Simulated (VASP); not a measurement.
# Co (Fm-3m) in VASP: further runs

The runs below take Co through relaxation of cell and atoms, single point, with BLYP.

Program: VASP 6.6.1. These are calculated values, not measurements. Logs are shortened: lines on timing, memory, paths and dates and some standing lists are left out, and cuts for length are marked.

## Step 1: The cell of the first run

It takes space group Fm-3m (No. 225, cubic). The conventional cell has a = 3.538 Å, b = 3.538 Å, c = 3.538 Å, α = 90.00°, β = 90.00°, γ = 90.00°. Co (site symmetry m-3m) has 12 Co at 2.50 Å within 3.3 Å.

## Step 2: Relaxation of cell and atoms, BLYP

File INCAR:

```
SYSTEM = Co
PREC = Accurate
ENCUT = 600
EDIFF = 1E-6
ISMEAR = -1
SIGMA = 0.1
LREAL = .False.
LASPH = .True.
NELM = 60
ALGO = Normal
ISIF = 3
LWAVE = .False.
LCHARG = .False.
GGA = B5
ALDAX = 1.0
AGGAX = 1.0
AGGAC = 1.0
ALDAC = 0.0
IBRION = 2
NSW = 80
EDIFFG = -0.01
```

File KPOINTS:

```
Automatic mesh
0
Gamma
  15 15 15
  0 0 0
```

File POSCAR:

```
Co
1.0
    0.0000000000      1.7691019796      1.7691019796
    1.7691019796      0.0000000000      1.7691019796
    1.7691019796      1.7691019796      0.0000000000
Co
1
Direct
    0.0000000000      0.0000000000      0.0000000000
```

Potentials or basis: VASP PAW PBE potentials, release 64 (Co).

Launch:

```console
$ cat potpaw_PBE.64/Co/POTCAR > POTCAR
$ mpirun -np 1 vasp_std > vasp.out
```

OUTCAR:

```text
SYSTEM = Co
   PREC = Accurate
   ENCUT = 600
   EDIFF = 1E-6
   ISMEAR = -1
   LREAL = .False.
   LASPH = .True.
   NELM = 60
   ISIF = 3
   GGA = B5
   IBRION = 2
   NSW = 80
   EDIFFG = -0.01

 ion  position               nearest neighbor table
   1  0.000  0.000  0.000-

  LATTYP: Found a face centered cubic cell.
 ALAT       =     3.5382039592

  Lattice vectors:

 A1 = (   0.0000000000,   1.7691019796,   1.7691019796)
 A2 = (   1.7691019796,   0.0000000000,   1.7691019796)
 A3 = (   1.7691019796,   1.7691019796,   0.0000000000)

Analysis of symmetry for initial positions (statically):
[... 33 lines left out ...]
                                     Primitive cell

  volume of cell :      11.0736

  direct lattice vectors                    reciprocal lattice vectors
     0.000000000  1.769101980  1.769101980    -0.282629269  0.282629269  0.282629269
     1.769101980  0.000000000  1.769101980     0.282629269 -0.282629269  0.282629269
     1.769101980  1.769101980  0.000000000     0.282629269  0.282629269 -0.282629269

  length of vectors
     2.501888013  2.501888013  2.501888013     0.489528254  0.489528254  0.489528254

  position of ions in fractional coordinates (direct lattice)
     0.000000000  0.000000000  0.000000000

  ion indices of the primitive-cell ions
   primitive index   ion index
                 1           1

----------------------------------------------------------------------------------------

 KPOINTS: Automatic mesh

Automatic generation of k-mesh.
 Grid dimensions read from file:
 generate k-points for:   15   15   15

 Generating k-lattice:

  Cartesian coordinates                     Fractional coordinates (reciprocal lattice)
    -0.018841951  0.018841951  0.018841951     0.066666667  0.000000000  0.000000000
     0.018841951 -0.018841951  0.018841951     0.000000000  0.066666667  0.000000000
     0.018841951  0.018841951 -0.018841951     0.000000000  0.000000000  0.066666667

  Length of vectors
     0.032635217  0.032635217  0.032635217

  Shift w.r.t. Gamma in fractional coordinates (k-lattice)
     0.000000000  0.000000000  0.000000000

 Subroutine IBZKPT returns following result:
 ===========================================

 Found    120 irreducible k-points:

 Following reciprocal coordinates:
            Coordinates               Weight
  0.000000  0.000000  0.000000      1.000000
  0.066667  0.000000  0.000000      8.000000
  0.133333  0.000000  0.000000      8.000000
  0.200000  0.000000  0.000000      8.000000
  0.266667  0.000000  0.000000      8.000000
  0.333333  0.000000  0.000000      8.000000
[... 16 lines left out ...]
  0.133333  0.133333  0.000000      6.000000
  0.200000  0.133333  0.000000     24.000000
 [... further k-points ...]
   k-points           NKPTS =    120   k-points in BZ     NKDIM =    120   number of bands    NBANDS=      8
   number of dos      NEDOS =    301   number of ions     NIONS =      1
   total plane-waves  NPLWV =   8000
   dimension x,y,z NGX =    20 NGY =   20 NGZ =   20
   dimension x,y,z NGXF=    40 NGYF=   40 NGZF=   40
   ions per type =               1
   NGX,Y,Z   is equivalent  to a cutoff of  13.29, 13.29, 13.29 a.u.
   NGXF,Y,Z  is equivalent  to a cutoff of  26.58, 26.58, 26.58 a.u.
 SYSTEM =  Co
   PREC   = accura    normal or accurate (medium, high low for compatibility)
   ISTART =      0    job   : 0-new  1-cont  2-samecut
   ICHARG =      2    charge: 1-file 2-atom 10-const
   ISPIN  =      1    spin polarized calculation?
   LNONCOLLINEAR =      F non collinear calculations
   LSORBIT =      F    spin-orbit coupling
   LASPH  =      T    aspherical Exc in radial PAW
   ENCUT  =  600.0 eV  44.10 Ry    6.64 a.u.   5.00  5.00  5.00*2*pi/ulx,y,z
   NELM   =     60;   NELMIN=  2; NELMDL= -5     # of ELM steps
   EDIFF  = 0.1E-05   stopping-criterion for ELM
   LREAL  =      F    real-space projection
   EDIFFG = -.1E-01   stopping-criterion for IOM
   NSW    =     80    number of steps for IOM
   IBRION =      2    ionic relax: 0-MD 1-quasi-New 2-CG
   NFREE  =      1    steps in history (QN), initial steepest desc. (CG)
   ISIF   =      3    stress and relaxation
   ISYM   =      2    0-nonsym 1-usesym 2-fastsym
   POTIM  = 0.5000    time-step for ionic-motion
   TEBEG  =    0.0;   TEEND  =   0.0 temperature during run
   PSTRESS=    0.0 pullay stress
   NELECT =       9.0000    total number of electrons
   NUPDOWN=      -1.0000    fix difference up-down
   EMIN   =  10.00;   EMAX   =-10.00  energy-range for DOS
   EFERMI =   0.00;   METHOD = LEGACY
   ISMEAR =    -1;   SIGMA  =   0.10  broadening in eV -4-tet -1-fermi 0-gaus
   EFERMI_NEDOS =   21; number of points for ismear=-14 and -15
   IALGO  =     38    algorithm
   IMIX   =      4    mixing-type and parameters
     AMIX     =   0.40;   BMIX     =  1.00
     AMIX_MAG =   1.60;   BMIX_MAG =  1.00
  volume/ion in A,a.u.               =      11.07        74.73
  Fermi-wavevector in a.u.,A,eV,Ry     =   1.527775  2.887077 31.757320  2.334097
  Thomas-Fermi vector in A             =   2.635625
   LORBIT       =      0    0 simple, 1 ext, 2 COOP (PROOUT), +10 PAW based schemes
   GGA     = B5    functional components
   LHFCALC =     F    Hartree Fock is set to
   AEXX    =    0.0000 exact exchange contribution
   IVDW    =     0    specifies the selected vdW correction
   LEPSILON=     F    determine dielectric tensor
   LRPA    =     F    only Hartree local field effects (RPA)
 conjugate gradient relaxation of ions
 non-spin polarized calculation
  energy-cutoff  :      600.00
  volume of cell :       11.07
 maximum number of plane-waves:       378
   NGX =  9   NGY =  9   NGZ =  9

--------------------------------------- Ionic step        1  -------------------------------------------

 number of electron       9.0000000 magnetization

 Free energy of the ion-electron system (eV)
  ---------------------------------------------------
  ext. energy  EPLUGINS =         0.00000000
  ---------------------------------------------------
  free energy    TOTEN  =        -5.89350638 eV

  energy without entropy =       -5.80988975  energy(sigma->0) =       -5.85169806

------------------------ aborting loop because EDIFF is reached ----------------------------------------

  FORCE on cell =-STRESS in cart. coord.  units (eV):
  Direction    XX          YY          ZZ          XY          YZ          ZX
  --------------------------------------------------------------------------------------
  -------------------------------------------------------------------------------------
  Total       -0.3665006     -0.3665006     -0.3665006      0.0000000     -0.0000000      0.0000000
  in kB      -53.0269498    -53.0269498    -53.0269498      0.0000000     -0.0000000      0.0000000
  external PRESSURE =     -53.0269498 kB  Pullay stress =       0.0000000 kB

 VOLUME and BASIS-vectors are now :
 -----------------------------------------------------------------------------
  energy-cutoff  :      600.00
  volume of cell :       11.07
      direct lattice vectors                 reciprocal lattice vectors
     0.000000000  1.769101980  1.769101980    -0.282629269  0.282629269  0.282629269
     1.769101980  0.000000000  1.769101980     0.282629269 -0.282629269  0.282629269
     1.769101980  1.769101980  0.000000000     0.282629269  0.282629269 -0.282629269
[... 36 lines left out ...]
 POSITION                                       TOTAL-FORCE (eV/Angst)
 -----------------------------------------------------------------------------------
      3.47565      3.47565      3.47565         0.000000      0.000000     -0.000000
 -----------------------------------------------------------------------------------
    total drift:                                0.000000      0.000000      0.000000

  FREE ENERGIE OF THE ION-ELECTRON SYSTEM (eV)
  ---------------------------------------------------
  free  energy   TOTEN  =        -5.8927418506 eV

  energy  without entropy=       -5.8157232399  energy(sigma->0) =       -5.85423255

--------------------------------------- Ionic step        3  -------------------------------------------

 number of electron       8.9999995 magnetization

 Free energy of the ion-electron system (eV)
  ---------------------------------------------------
  ext. energy  EPLUGINS =         0.00000000
  ---------------------------------------------------
  free energy    TOTEN  =        -5.89836832 eV

  energy without entropy =       -5.81799772  energy(sigma->0) =       -5.85818302

 E-fermi :  10.6524     XC(G=0): -12.8513

 val. band max:       10.6249496199   @ k =   0.3333   0.0667   0.0000
 cond. band min:      10.6589118846   @ k =  -0.4000   0.4667   0.0667
 fundamental gap:      0.0339622646
 Fermi energy:        10.6523888915

 k-point     1 :       0.0000    0.0000    0.0000
  band No.  band energies     occupation
      1       2.0357      2.00000
      2       8.8650      2.00000
      3       8.8650      2.00000
      4       8.8650      2.00000
      5      10.1043      1.99171
      6      10.1043      1.99171
      7      34.1526      0.00000
      8      38.5710      0.00000

 k-point     2 :       0.0667    0.0000    0.0000
  band No.  band energies     occupation
      1       2.2138      2.00000
      2       8.8107      2.00000
      3       8.9100      2.00000
      4       8.9100      2.00000
      5      10.0845      1.99319
      6      10.0845      1.99319
      7      33.7743      0.00000
      8      36.6916      0.00000
[... 221 lines left out ...]
 k-point    23 :       0.1333    0.1333    0.0000
  band No.  band energies     occupation
      1       2.9631      2.00000
      2       8.4900      2.00000
      3       9.1634      2.00000
      4       9.1634      2.00000
      5       9.7678      1.99971
      6      10.2387      1.96856
      7      33.2014      0.00000
      8      34.7549      0.00000

 k-point    24 :       0.2000    0.1333    0.0000
  band No.  band energies     occupation
      1       3.5622      2.00000
      2       8.3072      2.00000
      3       9.2606      2.00000
      4       9.3073      2.00000
      5       9.7074      1.99984
      6      10.3138      1.93452
      7      31.0319      0.00000
      8      33.6673      0.00000

 [... further k-points ...]
[... 5 lines left out ...]
  --------------------------------------------------------------------------------------
  -------------------------------------------------------------------------------------
  Total       -0.0017221     -0.0017221     -0.0017221      0.0000000      0.0000000      0.0000000
  in kB       -0.2557356     -0.2557356     -0.2557356      0.0000000      0.0000000      0.0000000
  external PRESSURE =      -0.2557356 kB  Pullay stress =       0.0000000 kB

 VOLUME and BASIS-vectors are now :
 -----------------------------------------------------------------------------
  energy-cutoff  :      600.00
  volume of cell :       10.79
      direct lattice vectors                 reciprocal lattice vectors
     0.000000000  1.753826615  1.753826615    -0.285090895  0.285090895  0.285090895
     1.753826615 -0.000000000  1.753826615     0.285090895 -0.285090895  0.285090895
     1.753826615  1.753826615  0.000000000     0.285090895  0.285090895 -0.285090895

 POSITION                                       TOTAL-FORCE (eV/Angst)
 -----------------------------------------------------------------------------------
      0.00000      0.00000      0.00000         0.000000      0.000000      0.000000
 -----------------------------------------------------------------------------------
    total drift:                                0.000000      0.000000      0.000000

  FREE ENERGIE OF THE ION-ELECTRON SYSTEM (eV)
  ---------------------------------------------------
  free  energy   TOTEN  =        -5.8983683206 eV

  energy  without entropy=       -5.8179977193  energy(sigma->0) =       -5.85818302

 reached required accuracy - stopping structural energy minimisation
```

Run time: 33 s. Hardware: 1 thread of Intel Xeon Platinum 8259CL at 2.50GHz (Skylake/Cascade Lake), shared host; peak memory 0.14 GiB.

Results:

```yaml
Free_energy: -5.8984 eV
Relaxed_volume: 10.79 Å³/atom
Relaxed_cell: a = 2.480 Å, b = 2.480 Å, c = 2.480 Å, α = 60.00°, β = 60.00°, γ = 60.00°
Space_group_after_relaxing_to_0.05_Å: Fm-3m (No. 225)
Energy_gained_by_relaxing: 4.9 meV/atom
Ionic_steps: 3
Pressure_after_relaxing: 0.0 GPa
```

The path:
```csv
step,energy change (eV),largest force (eV/Å),pressure (GPa),volume (Å³)
1,0.0000,0.0000,-5.30,11.07
2,0.0008,0.0000,6.36,10.50
3,-0.0049,0.0000,-0.03,10.79
```

Final structure:
```
Co
1.0
     0.00000    1.75383    1.75383
     1.75383    0.00000    1.75383
     1.75383    1.75383    0.00000
Co
1
Direct
  0.00000 0.00000 0.00000
```

Levels at points of the mesh, in eV from the Fermi level:
```
           k point  band 2  band 3  band 4  band 5  band 6  band 7
(0.00, 0.00, 0.00)   -1.79   -1.79   -1.79   -0.55   -0.55   23.50
```

Caveat: the PAW data sets were made with another functional, which shifts forces and pressure a little; the run has no spin polarisation, though such a crystal can be magnetic. Spin polarisation is off, so any magnetic state and its effect on volume and gap are missing.

## Step 3: Single point, BLYP

This run uses another cell than the first one, of 10.80 Å³/atom, 0.975 times its volume.

File INCAR:

```
  PREC = Accurate
  ENCUT = 520
  EDIFF = 1E-6
  ISMEAR = -1
  SIGMA = 0.1
  LREAL = False
  LASPH = True
  NELM = 100
  ALGO = Normal
  ISIF = 2
  LWAVE = False
  LCHARG = False
  GGA = B5
  ALDAX = 1.0
  AGGAX = 1.0
  AGGAC = 1.0
  ALDAC = 0.0
  NBANDS = 10
```

File KPOINTS:

```
Automatic mesh
0
Gamma
  25 25 25
```

File POSCAR:

```
Co
1.0
    0.0000000000      1.7544681297      1.7544681297
    1.7544681297      0.0000000000      1.7544681297
    1.7544681297      1.7544681297      0.0000000000
Co
1
Direct
    0.0000000000      0.0000000000      0.0000000000
```

Potentials or basis: VASP PAW PBE potentials, release 64 (Co).

Launch:

```console
$ cat potpaw_PBE.64/Co/POTCAR > POTCAR
$ mpirun -np 1 vasp_std > vasp.out
```

Run time: 42 s. Hardware: 1 thread of Intel Xeon Platinum 8259CL at 2.50GHz (Skylake/Cascade Lake), shared host; peak memory 0.16 GiB.

It converged, with:

```
Free energy : -5.8979 eV
Pressure    : -0.1 GPa
```

Levels at points of the mesh, in eV from the Fermi level:
```
           k point  band 2  band 3  band 4  band 5  band 6  band 7
(0.00, 0.00, 0.00)   -1.79   -1.79   -1.79   -0.55   -0.55   23.49
```

Caveat: the PAW data sets were made with another functional, which shifts forces and pressure a little; the run has no spin polarisation, though such a crystal can be magnetic.

(Continued in part 2 of 3.)
